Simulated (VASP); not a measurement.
# Cu2 in VASP: notebook

Cu2 is run at these levels: AM05, LDA; tasks: single point.

Everything below comes from runs of VASP 6.6.1. Logs are shortened: lines on timing, memory, paths and dates and some standing lists are left out, and cuts for length are marked.

## (1) The cell of the first run

The cell holds a molecule in a box, 2 atoms: a = 9.000 Å, b = 9.000 Å, c = 12.000 Å, α = 90.00°, β = 90.00°, γ = 90.00°.

## (2) Single point, AM05

POSCAR reads:

```
Cu
1.0
    9.0000000000      0.0000000000      0.0000000000
    0.0000000000      9.0000000000      0.0000000000
    0.0000000000      0.0000000000     12.0000000000
Cu
2
Direct
    0.5014444400      0.5023333300      0.4103458300
    0.5014444400      0.5023333300      0.5953208300
```

INCAR.step1 reads:

```
ISMEAR = 0 ; SIGMA = 0.03
LWAVE = True ; LCHARG = True
ISIF = 0 ; NELM = 100
ALGO = Normal ; PREC = Accurate
LASPH = True ; LREAL = False
EDIFF = 1E-5 ; GGA_COMPAT = False
ENCUT = 400 ; EFERMI = MIDGAP
NELMDL = -8 ; GGA = PE
```

INCAR.step2 reads:

```
GGA = AM ; ISMEAR = 0
SIGMA = 0.03 ; LWAVE = False
LCHARG = False ; ISIF = 0
NELM = 100 ; ALGO = All
PREC = Accurate ; LASPH = True
LREAL = False ; EDIFF = 1E-6
GGA_COMPAT = False ; ENCUT = 400
EFERMI = MIDGAP ; NELMDL = -8
ISTART = 1 ; ISEARCH = 1
```

KPOINTS reads:

```
k-points
0
Gamma
  1 1 1
```

Potentials or basis: VASP PAW PBE potentials, release 64 (Cu).

On the command line:

```sh
> cat potpaw_PBE.64/Cu/POTCAR > POTCAR
> cp INCAR.step1 INCAR
> mpirun -np 1 vasp_gam > vasp.out
> cp INCAR.step2 INCAR
> mpirun -np 1 vasp_gam > vasp.out
```

OUTCAR:

```text
GGA = AM
   ISMEAR = 0
   ISIF = 0
   NELM = 100
   PREC = Accurate
   LASPH = True
   LREAL = False
   EDIFF = 1E-6
   ENCUT = 400
   EFERMI = MIDGAP
   NELMDL = -8
   ISTART = 1

 Found      1 irreducible k-points:

 Following reciprocal coordinates:
            Coordinates               Weight
  0.000000  0.000000  0.000000      1.000000
   k-points           NKPTS =      1   k-points in BZ     NKDIM =      1   number of bands    NBANDS=     15
   number of dos      NEDOS =    301   number of ions     NIONS =      2
   total plane-waves  NPLWV = 288000
   dimension x,y,z NGX =    60 NGY =   60 NGZ =   80
   dimension x,y,z NGXF=   120 NGYF=  120 NGZF=  160
   ions per type =               2
   NGX,Y,Z   is equivalent  to a cutoff of  11.08, 11.08, 11.08 a.u.
   NGXF,Y,Z  is equivalent  to a cutoff of  22.17, 22.17, 22.17 a.u.
 SYSTEM =  unknown system
   PREC   = accura    normal or accurate (medium, high low for compatibility)
   ISTART =      1    job   : 0-new  1-cont  2-samecut
   ICHARG =      0    charge: 1-file 2-atom 10-const
   ISPIN  =      1    spin polarized calculation?
   LNONCOLLINEAR =      F non collinear calculations
   LSORBIT =      F    spin-orbit coupling
   LASPH  =      T    aspherical Exc in radial PAW
   ENCUT  =  400.0 eV  29.40 Ry    5.42 a.u.  14.68 14.68 19.57*2*pi/ulx,y,z
   NELM   =    100;   NELMIN=  2; NELMDL= -8     # of ELM steps
   EDIFF  = 0.1E-05   stopping-criterion for ELM
   LREAL  =      F    real-space projection
   EDIFFG = 0.1E-04   stopping-criterion for IOM
   NSW    =      0    number of steps for IOM
   IBRION =     -1    ionic relax: 0-MD 1-quasi-New 2-CG
   NFREE  =      0    steps in history (QN), initial steepest desc. (CG)
   ISIF   =      0    stress and relaxation
   ISYM   =      2    0-nonsym 1-usesym 2-fastsym
   POTIM  = 0.5000    time-step for ionic-motion
   TEBEG  =    0.0;   TEEND  =   0.0 temperature during run

   SCALEE = 1.0000    scale energy and forces
   PSTRESS=    0.0 pullay stress
   NELECT =      22.0000    total number of electrons
   NUPDOWN=      -1.0000    fix difference up-down
   EMIN   =  10.00;   EMAX   =-10.00  energy-range for DOS
   EFERMI =   0.00;   METHOD = MIDGAP
   ISMEAR =     0;   SIGMA  =   0.03  broadening in eV -4-tet -1-fermi 0-gaus
   EFERMI_NEDOS =   21; number of points for ismear=-14 and -15
   IALGO  =     58    algorithm
   IMIX   =      4    mixing-type and parameters
     AMIX     =   0.40;   BMIX     =  1.00
     AMIX_MAG =   1.60;   BMIX_MAG =  1.00
  volume/ion in A,a.u.               =     486.00      3279.69
  Fermi-wavevector in a.u.,A,eV,Ry     =   0.463085  0.875103  2.917733  0.214447
  Thomas-Fermi vector in A             =   1.451056
   LORBIT       =      0    0 simple, 1 ext, 2 COOP (PROOUT), +10 PAW based schemes
   GGA     = AM    functional components
   LHFCALC =     F    Hartree Fock is set to
   AEXX    =    0.0000 exact exchange contribution
   IVDW    =     0    specifies the selected vdW correction
   LEPSILON=     F    determine dielectric tensor
   LRPA    =     F    only Hartree local field effects (RPA)

   CSHIFT  =0.1000    complex shift for real part using Kramers Kronig

   OMEGAMAX=  -1.0    maximum frequency
 non-spin polarized calculation
 Gauss-broadening in eV      SIGMA  =   0.03
  energy-cutoff  :      400.00
  volume of cell :      972.00
 maximum number of plane-waves:      8824
 NGX is ok and might be reduce to    60
   NGX = 29   NGY = 29   NGZ = 39

 number of electron      21.9999999 magnetization

 Free energy of the ion-electron system (eV)
  ---------------------------------------------------
  ext. energy  EPLUGINS =         0.00000000
  ---------------------------------------------------
  free energy    TOTEN  =        -2.88559020 eV

  energy without entropy =       -2.88559020  energy(sigma->0) =       -2.88559020

 E-fermi :  -3.5785     XC(G=0):  -1.9847

 val. band max:       -4.3650958321   @ k =   0.0000   0.0000   0.0000
 cond. band min:      -2.7909789326   @ k =   0.0000   0.0000   0.0000
 fundamental gap:      1.5741168996
 Fermi energy:        -3.5784585983

 k-point     1 :       0.0000    0.0000    0.0000
  band No.  band energies     occupation
      1      -6.1728      2.00000
      2      -5.3384      2.00000
      3      -5.3384      2.00000
      4      -4.8504      2.00000
      5      -4.7990      2.00000
      6      -4.7986      2.00000
      7      -4.5692      2.00000
      8      -4.5690      2.00000
      9      -4.3931      2.00000
     10      -4.3931      2.00000
     11      -4.3651      2.00000
     12      -2.7910      0.00000
     13      -1.7571      0.00000
     14      -0.6797      0.00000
     15      -0.6796      0.00000

------------------------ aborting loop because EDIFF is reached ----------------------------------------

 VOLUME and BASIS-vectors are now :
 -----------------------------------------------------------------------------
  energy-cutoff  :      400.00
  volume of cell :      972.00
      direct lattice vectors                 reciprocal lattice vectors
     9.000000000  0.000000000  0.000000000     0.111111111  0.000000000  0.000000000
     0.000000000  9.000000000  0.000000000     0.000000000  0.111111111  0.000000000
     0.000000000  0.000000000 12.000000000     0.000000000  0.000000000  0.083333333

 POSITION                                       TOTAL-FORCE (eV/Angst)
 -----------------------------------------------------------------------------------
      4.51300      4.52100      4.92415         0.000000      0.000000      0.263837
      4.51300      4.52100      7.14385         0.000000      0.000000     -0.263837
 -----------------------------------------------------------------------------------
    total drift:                               -0.000832     -0.000955     -0.000118

  FREE ENERGIE OF THE ION-ELECTRON SYSTEM (eV)
  ---------------------------------------------------
  free  energy   TOTEN  =        -2.8855901979 eV

  energy  without entropy=       -2.8855901979  energy(sigma->0) =       -2.88559020
```

OUTCAR.step1:

```text
ISMEAR = 0
   ISIF = 0
   NELM = 100
   PREC = Accurate
   LASPH = True
[... 122 lines left out ...]
 -----------------------------------------------------------------------------------
      4.51300      4.52100      4.92415         0.000000      0.000000      0.020209
      4.51300      4.52100      7.14385        -0.000000     -0.000000     -0.020209
 -----------------------------------------------------------------------------------
    total drift:                               -0.000913     -0.001044     -0.000102

  FREE ENERGIE OF THE ION-ELECTRON SYSTEM (eV)
  ---------------------------------------------------
  free  energy   TOTEN  =        -2.7531859136 eV

  energy  without entropy=       -2.7531859136  energy(sigma->0) =       -2.75318591
```

Run time: 6 min. Hardware: 1 thread of Intel Xeon Platinum 8259CL at 2.50GHz (Skylake/Cascade Lake), shared host; peak memory 0.54 GiB.

What came out:

```yaml
Free_energy: -2.8856 eV
Largest_force: 0.264 eV/Å
Gap_between_the_frontier_levels: 1.57 eV
```

Forces on the atoms (eV/Å):
```
Cu   0.000  0.000  0.264
Cu   0.000  0.000 -0.264
```

Levels at points of the mesh, in eV from the valence-band top:
```
           k point  band 9  band 10  band 11  band 12  band 13  band 14
(0.00, 0.00, 0.00)   -0.03    -0.03     0.00     1.57     2.61     3.69
```

Caveat: the PAW data sets were made with another functional, which shifts forces and pressure a little.

## (3) Single point, LDA (last atom moved by 0.05 Å along z)

INCAR reads:

```
GGA = CA ; ISMEAR = 0
SIGMA = 0.03 ; LWAVE = False
LCHARG = False ; ISIF = 0
PREC = Accurate ; LASPH = True
LREAL = Auto ; ALGO = Normal
EDIFF = 1E-6 ; NELM = 120
GGA_COMPAT = False ; ENCUT = 380
EFERMI = MIDGAP ; ROPT = -0.00025
```

KPOINTS is that of step 2.

POSCAR, as its differences from that of step 2:

```diff
@@ -9,2 +9,2 @@
     0.5014444400      0.5023333300      0.4103458300
-    0.5014444400      0.5023333300      0.5953208300
+    0.5014444400      0.5023333300      0.5994875000
```

Potentials or basis: VASP PAW LDA potentials, release 64 (Cu).

On the command line:

```sh
> cat potpaw_LDA.64/Cu/POTCAR > POTCAR
> mpirun -np 1 vasp_gam > vasp.out
```

Wall time 41 s (1 thread of Intel Xeon Platinum 8175M at 2.50GHz (Skylake/Cascade Lake), shared host); peak memory 0.38 GiB.

It converged, with:

| Item | Value |
| --- | --- |
| Free energy | -3.1194 eV |
| Largest force | 0.943 eV/Å |
| Gap between the frontier levels | 1.56 eV |

Forces on the atoms (eV/Å):
```
Cu   0.000  0.000  0.943
Cu   0.000  0.000 -0.943
```

Levels at points of the mesh, in eV from the valence-band top:
```tsv
k point	band 8	band 9	band 10	band 11	band 12	band 13	band 14	band 15
(0.00, 0.00, 0.00)	-0.18	-0.02	-0.02	0.00	1.56	3.79	3.79	4.09
```

Caveat: the cell differs from its parent crystal (last atom moved by 0.05 Å along z).

## (4) Single point, LDA (last atom moved by 0.05 Å along z)

INCAR reads:

```
GGA = CA ; ISMEAR = 0
SIGMA = 0.03 ; LWAVE = False
LCHARG = False ; ISIF = 0
PREC = Accurate ; LASPH = True
LREAL = False ; ALGO = Normal
EDIFF = 1E-8 ; NELM = 120
GGA_COMPAT = False ; ENCUT = 660
EFERMI = MIDGAP
```

KPOINTS is that of step 3.

POSCAR is that of step 3.

Potentials or basis: VASP PAW LDA potentials, release 64 (Cu).

On the command line:

```sh
> cat potpaw_LDA.64/Cu/POTCAR > POTCAR
> mpirun -np 1 vasp_gam > vasp.out
```

OUTCAR:

```text
GGA = CA
   ISMEAR = 0
   ISIF = 0
   PREC = Accurate
   LASPH = True
   LREAL = False
   EDIFF = 1E-8
   NELM = 120
   ENCUT = 660
   EFERMI = MIDGAP

 ion  position               nearest neighbor table
   1  0.501  0.502  0.410-   2 2.27
   2  0.501  0.502  0.599-   1 2.27

  LATTYP: Found a simple tetragonal cell.
 ALAT       =     9.0000000000
 C/A-ratio  =     1.3333333333

  Lattice vectors:

 A1 = (   9.0000000000,   0.0000000000,   0.0000000000)
 A2 = (   0.0000000000,   9.0000000000,   0.0000000000)
 A3 = (   0.0000000000,   0.0000000000,  12.0000000000)

Analysis of symmetry for initial positions (statically):
=====================================================================
 Subroutine PRICEL returns:
 Original cell was already a primitive cell.

 Routine SETGRP: Setting up the symmetry group for a
 simple tetragonal supercell.

 Subroutine GETGRP returns: Found 16 space group operations
 (whereof  1 operations were pure point group operations)
 out of a pool of 16 trial point group operations.

The static configuration has the point symmetry C_1 .
 The point group associated with its full space group is D_4h.

Analysis of symmetry for dynamics (positions and initial velocities):
=====================================================================
[... 131 lines left out ...]

 number of electron      22.0000006 magnetization

 Free energy of the ion-electron system (eV)
  ---------------------------------------------------
  ext. energy  EPLUGINS =         0.00000000
  ---------------------------------------------------
  free energy    TOTEN  =        -3.11611352 eV

  energy without entropy =       -3.11611352  energy(sigma->0) =       -3.11611352

 E-fermi :  -3.9280     XC(G=0):  -1.2232

 val. band max:       -4.7101561787   @ k =   0.0000   0.0000   0.0000
 cond. band min:      -3.1457673616   @ k =   0.0000   0.0000   0.0000
 fundamental gap:      1.5643888171
 Fermi energy:        -3.9279617702

 k-point     1 :       0.0000    0.0000    0.0000
  band No.  band energies     occupation
      1      -6.4083      2.00000
      2      -5.5839      2.00000
      3      -5.5839      2.00000
      4      -5.1243      2.00000
      5      -5.0944      2.00000
      6      -5.0941      2.00000
      7      -4.8900      2.00000
      8      -4.8898      2.00000
      9      -4.7321      2.00000
     10      -4.7321      2.00000
     11      -4.7102      2.00000
     12      -3.1458      0.00000
     13      -0.9122      0.00000
     14      -0.9122      0.00000
     15      -0.6136      0.00000

------------------------ aborting loop because EDIFF is reached ----------------------------------------

 VOLUME and BASIS-vectors are now :
 -----------------------------------------------------------------------------
  energy-cutoff  :      660.00
  volume of cell :      972.00
      direct lattice vectors                 reciprocal lattice vectors
     9.000000000  0.000000000  0.000000000     0.111111111  0.000000000  0.000000000
     0.000000000  9.000000000  0.000000000     0.000000000  0.111111111  0.000000000
     0.000000000  0.000000000 12.000000000     0.000000000  0.000000000  0.083333333

 POSITION                                       TOTAL-FORCE (eV/Angst)
 -----------------------------------------------------------------------------------
      4.51300      4.52100      4.92415         0.000000      0.000000      0.939564
      4.51300      4.52100      7.19385        -0.000000      0.000000     -0.939564
 -----------------------------------------------------------------------------------
    total drift:                                0.000009     -0.000008     -0.000045

  FREE ENERGIE OF THE ION-ELECTRON SYSTEM (eV)
  ---------------------------------------------------
  free  energy   TOTEN  =        -3.1161135223 eV

  energy  without entropy=       -3.1161135223  energy(sigma->0) =       -3.11611352
```

Wall time 1.8 min (1 thread of Intel Xeon Platinum 8175M at 2.50GHz (Skylake/Cascade Lake), shared host); peak memory 0.69 GiB.

What came out:

```
Free energy                     : -3.1161 eV
Largest force                   : 0.940 eV/Å
Gap between the frontier levels : 1.56 eV
```

Forces in eV/Å, atoms in the order of the input:
```
Cu   0.000  0.000  0.940
Cu   0.000  0.000 -0.940
```

Caveat: the cell differs from its parent crystal (last atom moved by 0.05 Å along z).

## (5) Summary

```tsv
level	potentials or basis	cell	cutoff (eV)	tolerance level	purpose	gap on the mesh (eV)	largest force (eV/Å)
AM05	VASP PAW PBE potentials, release 64 (Cu)	as given, atomic positions A	400	standard	a run that is hard to end	1.57	0.26
LDA	VASP PAW LDA potentials, release 64 (Cu)	as given, atomic positions B	380	screening	forces	1.56	0.94
LDA	VASP PAW LDA potentials, release 64 (Cu)	as given, atomic positions B	660	screening	forces	1.56	0.94
```

Alike in all rows: task single point; no spin polarisation; k mesh 1 × 1 × 1; smearing gaussian 0.03 eV.

Caveats: the PAW data sets were made with another functional, which shifts forces and pressure a little (at least some runs).

Total energies depend on the potentials used, so only differences within one code and one set of settings carry meaning.
